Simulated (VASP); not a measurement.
# AgCl (Pm-3m) in VASP: notebook

The runs below take AgCl through single point, with PBE-based screened hybrid.

Program: VASP 6.6.1. These are calculated values, not measurements. Logs are shortened: lines on timing, memory, paths and dates and some standing lists are left out, and cuts for length are marked.

## 1. The cell of the first run

Symmetry: Pm-3m, No. 221, cubic system. The conventional cell has a = 3.434 Å, b = 3.434 Å, c = 3.434 Å, α = 90.00°, β = 90.00°, γ = 90.00°. Within 3.9 Å of Ag (site symmetry m-3m) lie 8 Cl at 2.97 Å and 6 Ag at 3.43 Å. Cl (site symmetry m-3m) has 8 Ag at 2.97 Å and 6 Cl at 3.43 Å within 3.9 Å.

## 2. Single point, PBE-based screened hybrid

POSCAR

```
AgCl
1.0
    3.4339730000      0.0000000000      0.0000000000
    0.0000000000      3.4339730000      0.0000000000
    0.0000000000      0.0000000000      3.4339730000
Ag Cl
1 1
Direct
    0.0000000000      0.0000000000      0.0000000000
    0.5000000000      0.5000000000      0.5000000000
```

INCAR.step1

```
SYSTEM = AgCl
PREC     = Accurate       ! precision mode
ENCUT    = 520            ! plane-wave cutoff, eV
EDIFF    = 1E-5           ! SCF threshold, eV
ISMEAR   = -1             ! smearing method
SIGMA    = 0.05           ! smearing width, eV
LREAL    = .False.        ! projectors in reciprocal space
LASPH    = .True.         ! aspherical terms in the spheres
NELM     = 100            ! most SCF steps
ALGO     = Normal         ! electronic algorithm
ISIF     = 2              ! what is computed and relaxed
LWAVE    = .True.         ! write WAVECAR
LCHARG   = .False.        ! write CHGCAR
GGA      = PE             ! functional
NBANDS   = 16             ! bands
```

INCAR.step2

```
SYSTEM = AgCl
PREC     = Accurate       ! precision mode
ENCUT    = 520            ! plane-wave cutoff, eV
EDIFF    = 1E-7           ! SCF threshold, eV
ISMEAR   = -1             ! smearing method
SIGMA    = 0.05           ! smearing width, eV
LREAL    = .False.        ! projectors in reciprocal space
LASPH    = .True.         ! aspherical terms in the spheres
NELM     = 100            ! most SCF steps
ALGO     = Normal         ! electronic algorithm
ISIF     = 2              ! what is computed and relaxed
LWAVE    = .False.        ! write WAVECAR
LCHARG   = .False.        ! write CHGCAR
GGA      = PE             ! functional
LHFCALC  = .True.         ! exact exchange
AEXX     = 0.4            ! exact-exchange fraction
HFSCREEN = 0.2            ! screening, 1/A
PRECFOCK = Normal       
ISTART   = 1            
NBANDS   = 16             ! bands
```

KPOINTS

```
regular mesh
0
Gamma
  4 4 4
  0 0 0
```

Potentials or basis: VASP PAW PBE potentials, release 64 (Ag, Cl).

Started as:

```sh
$ cat potpaw_PBE.64/Ag/POTCAR potpaw_PBE.64/Cl/POTCAR > POTCAR
$ cp INCAR.step1 INCAR
$ mpirun -np 1 vasp_std > vasp.out
$ cp INCAR.step2 INCAR
$ mpirun -np 1 vasp_std > vasp.out
```

OUTCAR:

```text
SYSTEM = AgCl
   PREC = Accurate
   ENCUT = 520
   EDIFF = 1E-7
   ISMEAR = -1
   LREAL = .False.
   LASPH = .True.
   NELM = 100
   ISIF = 2
   GGA = PE
   LHFCALC = .True.
   AEXX = 0.4
   HFSCREEN = 0.2
   PRECFOCK = Normal
   ISTART = 1

 ion  position               nearest neighbor table
   1  0.000  0.000  0.000-   2 2.97   2 2.97   2 2.97   2 2.97   2 2.97   2 2.97   2 2.97   2 2.97

   2  0.500  0.500  0.500-   1 2.97   1 2.97   1 2.97   1 2.97   1 2.97   1 2.97   1 2.97   1 2.97

  LATTYP: Found a simple cubic cell.
 ALAT       =     3.4339730000

  Lattice vectors:

 A1 = (   3.4339730000,   0.0000000000,   0.0000000000)
 A2 = (   0.0000000000,   3.4339730000,   0.0000000000)
 A3 = (   0.0000000000,   0.0000000000,   3.4339730000)

Analysis of symmetry for initial positions (statically):
=====================================================================
 Subroutine PRICEL returns:
 Original cell was already a primitive cell.

 Routine SETGRP: Setting up the symmetry group for a
 simple cubic supercell.

 Subroutine GETGRP returns: Found 48 space group operations
 (whereof 48 operations were pure point group operations)
 out of a pool of 48 trial point group operations.

The static configuration has the point symmetry O_h .

Analysis of symmetry for dynamics (positions and initial velocities):
=====================================================================
 Subroutine PRICEL returns:
 Original cell was already a primitive cell.

 Routine SETGRP: Setting up the symmetry group for a
 simple cubic supercell.

 Subroutine GETGRP returns: Found 48 space group operations
 (whereof 48 operations were pure point group operations)
 out of a pool of 48 trial point group operations.

The dynamic configuration has the point symmetry O_h .

 Subroutine INISYM returns: Found 48 space group operations
 (whereof 48 operations are pure point group operations),
 and found     1 'primitive' translations

----------------------------------------------------------------------------------------

                                     Primitive cell

  volume of cell :      40.4940

  direct lattice vectors                    reciprocal lattice vectors
     3.433973000  0.000000000  0.000000000     0.291207881  0.000000000  0.000000000
     0.000000000  3.433973000  0.000000000     0.000000000  0.291207881  0.000000000
     0.000000000  0.000000000  3.433973000     0.000000000  0.000000000  0.291207881

  length of vectors
     3.433973000  3.433973000  3.433973000     0.291207881  0.291207881  0.291207881

  position of ions in fractional coordinates (direct lattice)
     0.000000000  0.000000000  0.000000000
     0.500000000  0.500000000  0.500000000

  ion indices of the primitive-cell ions
   primitive index   ion index
                 1           1
                 2           2

----------------------------------------------------------------------------------------

 KPOINTS: regular mesh

Automatic generation of k-mesh.
 Grid dimensions read from file:
 generate k-points for:    4    4    4

 Generating k-lattice:

  Cartesian coordinates                     Fractional coordinates (reciprocal lattice)
     0.072801970  0.000000000  0.000000000     0.250000000  0.000000000  0.000000000
     0.000000000  0.072801970  0.000000000     0.000000000  0.250000000  0.000000000
     0.000000000  0.000000000  0.072801970     0.000000000  0.000000000  0.250000000

  Length of vectors
     0.072801970  0.072801970  0.072801970

  Shift w.r.t. Gamma in fractional coordinates (k-lattice)
     0.000000000  0.000000000  0.000000000

 Subroutine IBZKPT returns following result:
 ===========================================

 Found     10 irreducible k-points:

 Following reciprocal coordinates:
            Coordinates               Weight
  0.000000  0.000000  0.000000      1.000000
  0.250000  0.000000  0.000000      6.000000
  0.500000  0.000000  0.000000      3.000000
  0.250000  0.250000  0.000000     12.000000
  0.500000  0.250000  0.000000     12.000000
  0.500000  0.500000  0.000000      3.000000
  0.250000  0.250000  0.250000      8.000000
  0.500000  0.250000  0.250000     12.000000
  0.500000  0.500000  0.250000      6.000000
  0.500000  0.500000  0.500000      1.000000
   k-points           NKPTS =     10   k-points in BZ     NKDIM =     64   number of bands    NBANDS=     16
   number of dos      NEDOS =    301   number of ions     NIONS =      2
   total plane-waves  NPLWV =  21952
   dimension x,y,z NGX =    28 NGY =   28 NGZ =   28
   dimension x,y,z NGXF=    56 NGYF=   56 NGZF=   56
   ions per type =               1   1
   NGX,Y,Z   is equivalent  to a cutoff of  13.56, 13.56, 13.56 a.u.
   NGXF,Y,Z  is equivalent  to a cutoff of  27.11, 27.11, 27.11 a.u.
 SYSTEM =  AgCl
   PREC   = accura    normal or accurate (medium, high low for compatibility)
   ISTART =      1    job   : 0-new  1-cont  2-samecut
   ICHARG =      0    charge: 1-file 2-atom 10-const
   ISPIN  =      1    spin polarized calculation?
   LNONCOLLINEAR =      F non collinear calculations
   LSORBIT =      F    spin-orbit coupling
   LASPH  =      T    aspherical Exc in radial PAW
   ENCUT  =  520.0 eV  38.22 Ry    6.18 a.u.   6.38  6.38  6.38*2*pi/ulx,y,z
   NELM   =    100;   NELMIN=  2; NELMDL=  0     # of ELM steps
   EDIFF  = 0.1E-06   stopping-criterion for ELM
   LREAL  =      F    real-space projection
   EDIFFG = 0.1E-05   stopping-criterion for IOM
   NSW    =      0    number of steps for IOM
   IBRION =     -1    ionic relax: 0-MD 1-quasi-New 2-CG
   NFREE  =      0    steps in history (QN), initial steepest desc. (CG)
   ISIF   =      2    stress and relaxation
   ISYM   =      3    0-nonsym 1-usesym 2-fastsym
   POTIM  = 0.5000    time-step for ionic-motion
   TEBEG  =    0.0;   TEEND  =   0.0 temperature during run
   PSTRESS=    0.0 pullay stress
   NELECT =      18.0000    total number of electrons
   NUPDOWN=      -1.0000    fix difference up-down
   EMIN   =  10.00;   EMAX   =-10.00  energy-range for DOS
   EFERMI =   0.00;   METHOD = LEGACY
   ISMEAR =    -1;   SIGMA  =   0.05  broadening in eV -4-tet -1-fermi 0-gaus
   EFERMI_NEDOS =   21; number of points for ismear=-14 and -15
   IALGO  =     38    algorithm
   IMIX   =      1    mixing-type and parameters
     AMIX     =   0.40;   BMIX     =  1.00
     AMIX_MAG =   1.60;   BMIX_MAG =  1.00
  volume/ion in A,a.u.               =      20.25       136.63
  Fermi-wavevector in a.u.,A,eV,Ry     =   1.249402  2.361027 21.238760  1.561005
  Thomas-Fermi vector in A             =   2.383444
   LORBIT       =      0    0 simple, 1 ext, 2 COOP (PROOUT), +10 PAW based schemes
   GGA     = PE    functional components
   LHFCALC =     T    Hartree Fock is set to
   PRECFOCK=normal    Normal, Fast or Accurate (Low or Medium for compatibility)
   ENCUT4O =  -1.0   cutoff for four orbital integrals eV
   NKREDX  =     1    reduce k-point grid by
   NKREDY  =     1    reduce k-point grid by
   NKREDZ  =     1    reduce k-point grid by
   AEXX    =    0.4000 exact exchange contribution
   HFSCREEN=    0.2000 screening length (either q_TF or 0.3 A-1)
   HFSCREENC=   0.2000 screening length for correlation (either q_TF or 0.3 A-1)
   ENCUTFOCK=  -1.0 apply spherical cutoff to Coloumb kernel
   IVDW    =     0    specifies the selected vdW correction
   LEPSILON=     F    determine dielectric tensor
   LRPA    =     F    only Hartree local field effects (RPA)
 non-spin polarized calculation
  energy-cutoff  :      520.00
  volume of cell :       40.49
 maximum number of plane-waves:      1108
 NGX is ok and might be reduce to    28
  NGX = 20; NGY = 20; NGZ = 20

 number of electron      18.0000002 magnetization

 Free energy of the ion-electron system (eV)
  ---------------------------------------------------
  ext. energy  EPLUGINS =         0.00000000
  ---------------------------------------------------
  free energy    TOTEN  =        -7.17528745 eV

  energy without entropy =       -7.17528745  energy(sigma->0) =       -7.17528745

 E-fermi :   3.5225     XC(G=0):  -7.4116

 val. band max:        2.3237366131   @ k =   0.5000   0.0000   0.0000
 cond. band min:       5.2619286688   @ k =   0.0000   0.0000   0.0000
 fundamental gap:      2.9381920557
 Fermi energy:         3.5225436237

 k-point     1 :       0.0000    0.0000    0.0000
  band No.  band energies     occupation
      1     -14.1493      2.00000
      2      -1.2231      2.00000
      3      -1.2231      2.00000
      4      -0.3256      2.00000
      5      -0.3256      2.00000
      6      -0.3256      2.00000
[... 8 lines left out ...]
     15      19.1478      0.00000
     16      21.8079      0.00000

 k-point     2 :       0.2500    0.0000    0.0000
  band No.  band energies     occupation
      1     -13.9032      2.00000
      2      -1.8505      2.00000
      3      -1.1575      2.00000
      4      -0.9179      2.00000
      5      -0.9179      2.00000
      6      -0.3018      2.00000
[... 8 lines left out ...]
     15      19.0145      0.00000
     16      21.5862      0.00000

 k-point     3 :       0.5000    0.0000    0.0000
  band No.  band energies     occupation
      1     -13.6304      2.00000
      2      -3.0064      2.00000
      3      -1.2734      2.00000
      4      -1.2734      2.00000
      5      -1.0905      2.00000
      6      -0.2776      2.00000
[... 8 lines left out ...]
     15      20.7871      0.00000
     16      21.3701      0.00000

 k-point     4 :       0.2500    0.2500    0.0000
  band No.  band energies     occupation
      1     -13.6953      2.00000
      2      -1.8577      2.00000
      3      -1.2887      2.00000
      4      -0.8842      2.00000
      5      -0.8763      2.00000
      6      -0.4682      2.00000
[... 8 lines left out ...]
     15      19.7094      0.00000
     16      19.8989      0.00000
[... 58 lines left out ...]
 k-point     8 :       0.5000    0.2500    0.2500
  band No.  band energies     occupation
      1     -13.2897      2.00000
      2      -2.2864      2.00000
      3      -2.0045      2.00000
      4      -0.7972      2.00000
      5      -0.5815      2.00000
      6      -0.3655      2.00000
[... 8 lines left out ...]
     15      18.4903      0.00000
     16      20.9354      0.00000

 k-point     9 :       0.5000    0.5000    0.2500
  band No.  band energies     occupation
      1     -13.0961      2.00000
      2      -2.2856      2.00000
      3      -2.2856      2.00000
      4      -1.7480      2.00000
      5      -0.4153      2.00000
      6       0.0839      2.00000
[... 8 lines left out ...]
     15      21.2914      0.00000
     16      21.2914      0.00000

 k-point    10 :       0.5000    0.5000    0.5000
  band No.  band energies     occupation
      1     -12.8767      2.00000
      2      -2.6944      2.00000
      3      -2.6944      2.00000
      4      -2.6944      2.00000
      5       0.0976      2.00000
      6       0.0976      2.00000
[... 8 lines left out ...]
     15      22.8205      0.00000
     16      22.8205      0.00000

------------------------ aborting loop because EDIFF is reached ----------------------------------------

  FORCE on cell =-STRESS in cart. coord.  units (eV):
  Direction    XX          YY          ZZ          XY          YZ          ZX
  --------------------------------------------------------------------------------------
  -------------------------------------------------------------------------------------
  Total       -0.1329770     -0.1329770     -0.1329770     -0.0000000     -0.0000000     -0.0000000
  in kB       -5.2613415     -5.2613415     -5.2613415     -0.0000000     -0.0000000     -0.0000000
  external PRESSURE =      -5.2613415 kB  Pullay stress =       0.0000000 kB

 VOLUME and BASIS-vectors are now :
 -----------------------------------------------------------------------------
  energy-cutoff  :      520.00
  volume of cell :       40.49
      direct lattice vectors                 reciprocal lattice vectors
     3.433973000  0.000000000  0.000000000     0.291207881  0.000000000  0.000000000
     0.000000000  3.433973000  0.000000000     0.000000000  0.291207881  0.000000000
     0.000000000  0.000000000  3.433973000     0.000000000  0.000000000  0.291207881

 POSITION                                       TOTAL-FORCE (eV/Angst)
 -----------------------------------------------------------------------------------
      0.00000      0.00000      0.00000         0.000000      0.000000      0.000000
      1.71699      1.71699      1.71699         0.000000      0.000000      0.000000
 -----------------------------------------------------------------------------------
    total drift:                               -0.000000     -0.000000      0.000000

  FREE ENERGIE OF THE ION-ELECTRON SYSTEM (eV)
  ---------------------------------------------------
  free  energy   TOTEN  =        -7.1752874498 eV

  energy  without entropy=       -7.1752874498  energy(sigma->0) =       -7.17528745
```

It took 7.2 min on 1 thread of Intel Xeon Platinum 8375C at 2.90GHz (Ice Lake), shared host; peak memory 0.26 GiB.

What came out:

```yaml
Free_energy: -7.1753 eV
Pressure: -0.5 GPa
Band_gap_on_the_k_mesh: 2.94 eV, indirect (least direct gap 4.37 eV)
```

Levels at points of the mesh, in eV from the valence-band top:
| k point | band 7 | band 8 | band 9 | band 10 | band 11 | band 12 |
| --- | --- | --- | --- | --- | --- | --- |
| (0.00, 0.00, 0.00) | -1.44 | -1.44 | -1.44 | 2.94 | 11.76 | 11.76 |
| (0.50, 0.00, 0.00) | -2.06 | 0.00 | 0.00 | 7.23 | 8.40 | 11.79 |
| (0.50, 0.50, 0.00) | -2.93 | -2.25 | -0.74 | 5.19 | 11.72 | 11.72 |
| (0.50, 0.50, 0.50) | -0.42 | -0.42 | -0.42 | 7.04 | 7.04 | 7.04 |

Caveat: the k points lie up to 0.46 Å⁻¹ apart; the PAW data sets were made with another functional, which shifts forces and pressure a little.

## 3. Single point, PBE-based screened hybrid

POSCAR is that of step 2.

INCAR.step1

```
ALGO = Normal ; EDIFF = 1E-5
ENCUT = 520 ; GGA = PE
ISIF = 2 ; ISMEAR = -1
LASPH = True ; LREAL = False
LWAVE = True ; NBANDS = 16
NELM = 100 ; PREC = Accurate
SIGMA = 0.05
```

INCAR.step2

```
AEXX = 0.5 ; ALGO = Normal
EDIFF = 1E-6 ; ENCUT = 520
GGA = PE ; HFSCREEN = 0.2
ISIF = 2 ; ISMEAR = -1
ISTART = 1 ; LASPH = True
LCHARG = True ; LELF = True
LHFCALC = True ; LREAL = False
LVHAR = True ; LWAVE = False
NBANDS = 16 ; NELM = 100
PREC = Accurate ; PRECFOCK = Normal
SIGMA = 0.05
```

KPOINTS

```
k-points
0
Gamma
  4 4 4
```

Potentials or basis: VASP PAW PBE potentials, release 64 (Ag, Cl).

Started as:

```sh
$ cat potpaw_PBE.64/Ag/POTCAR potpaw_PBE.64/Cl/POTCAR > POTCAR
$ cp INCAR.step1 INCAR
$ mpirun -np 1 vasp_std > vasp.out
$ cp INCAR.step2 INCAR
$ mpirun -np 1 vasp_std > vasp.out
```

Run time: 6.1 min. Hardware: 1 thread of Intel Xeon Platinum 8375C at 2.90GHz (Ice Lake), shared host; peak memory 0.27 GiB.

The run converged. Its results:

* Free energy: -7.7497 eV
* Pressure: -0.6 GPa
* Band gap on the k mesh: 3.57 eV, indirect (least direct gap 5.00 eV)

Levels at points of the mesh, in eV from the valence-band top:
```csv
k point,band 7,band 8,band 9,band 10,band 11,band 12
"(0.00, 0.00, 0.00)",-1.43,-1.43,-1.43,3.57,12.35,12.35
"(0.50, 0.00, 0.00)",-2.21,0.00,0.00,7.84,9.13,12.39
"(0.50, 0.50, 0.00)",-3.13,-2.45,-0.71,5.82,12.44,12.44
"(0.50, 0.50, 0.50)",-0.48,-0.48,-0.48,7.63,7.63,7.63
```

Caveat: the k points lie up to 0.46 Å⁻¹ apart; the PAW data sets were made with another functional, which shifts forces and pressure a little. A k mesh can miss the band edges.
